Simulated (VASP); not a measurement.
Runs of VASP 6.6.1 on NaH. The structure is that of space group Fm-3m (No. 225), or close to it. The cells are those of the table. 

```tsv
level	cell	grid for exact exchange (PRECFOCK)	screening parameter	gap on the mesh (eV)	pressure (GPa)
PBE	a = 3.564 Å, angles 60.0°, 2 atoms	-	-	(a)	-2.4
HSE06	a = 3.391 Å, angles 60.0°, 2 atoms	Normal	0.2079 1/Å	4.89	0.2
HSE06	a = 3.564 Å, angles 60.0°, 2 atoms	Normal	0.2079 1/Å	(c)	(b)
PBE	a = 3.391 Å, angles 60.0°, 2 atoms	-	-	3.85	0.5
PBE	a = 3.391, b = 3.391, c = 3.371 Å, angles 60.2, 60.2, 60.4°, 2 atoms	-	-	3.81	0.5
```

Alike in all rows: task single point; potentials or basis VASP PAW PBE potentials, release 64 (Na_pv, H); no spin polarisation; k mesh 6 × 6 × 6; cutoff (eV) 520; smearing gaussian 0.01 eV.

Task: Fill in the values left out.

Result: (a) 3.59; (b) -2.7; (c) 4.59.

Caveats: the PAW data sets were made with another functional, which shifts forces and pressure a little (some runs).

A k mesh can miss the band edges.
